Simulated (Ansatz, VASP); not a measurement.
# Os in VASP and in Ansatz

Contents of INCAR:

```
PREC = Accurate
ENCUT = 600
EDIFF = 1E-6
ISMEAR = -1
SIGMA = 0.15
LREAL = False
LASPH = True
NELM = 60
ALGO = Normal
ISIF = 3
LWAVE = False
LCHARG = False
GGA = PE
IBRION = 2
NSW = 80
EDIFFG = -0.001
```

Contents of KPOINTS:

```
regular mesh
0
Gamma
  18 18 10
```

The input POSCAR:

```
Os
1.0
    2.7527908585      0.0000000000      0.0000000000
   -1.3763954293      2.3839868148      0.0000000000
    0.0000000000      0.0000000000      4.3508626233
Os
2
Direct
    0.3333333333      0.6666666667      0.2500000000
    0.6666666667      0.3333333333      0.7500000000
```

Input for Ansatz:

```yaml
crystal:
  lattice:
    - [2.7527908585, 0.0, 0.0]
    - [-1.3763954293, 2.3839868148, 0.0]
    - [0.0, 0.0, 4.3508626233]
  atoms:
    - { symbol: Os, position: [0.3333333333, 0.6666666667, 0.25] }
    - { symbol: Os, position: [0.6666666667, 0.3333333333, 0.75] }
basis:
  ecutwfc: 420
kpoints:
  mp_grid: { grid: [18, 18, 10] }
hamiltonian:
  xc: pbe
scf:
  occupations: { method: fermi_dirac, width: 0.15 }
output:
  forces: true
  stress: true
  eigenvalues: true
relax:
  adjacent_minimum: "off"
  f_tol: 0.001
  max_steps: 60
  cell: { stress_tol: 0.01 }
```

Alike in both runs: task relaxation of cell and atoms; functional PBE; k mesh 18 × 18 × 10; occupations fermi-dirac, width 0.15 eV; no spin polarisation.

```csv
,VASP,Ansatz
version,VASP 6.6.1,Ansatz 0.2.0
potentials or method,"VASP PAW PBE potentials, release 64 (Os), cutoff 600 eV","scalar-relativistic, plane waves, PAW"
valence electrons in the cell,16,32
```

```tsv
	VASP	Ansatz	Ansatz less VASP
gap on the k mesh at the Fermi level, each at its own relaxed structure (eV)	none	none	-
relaxed volume (Å³/atom)	14.29	14.29	+0.001
relaxed cell length with the largest relative difference (Å)	4.349	4.349	+0.0005
```

A gap of «none» marks a metal or a gap that the smearing closes. VASP's potentials hold 16 valence electrons a cell and Ansatz's 32, so a difference there can come from the potentials and not from the codes.

Neither program's run includes spin-orbit coupling.
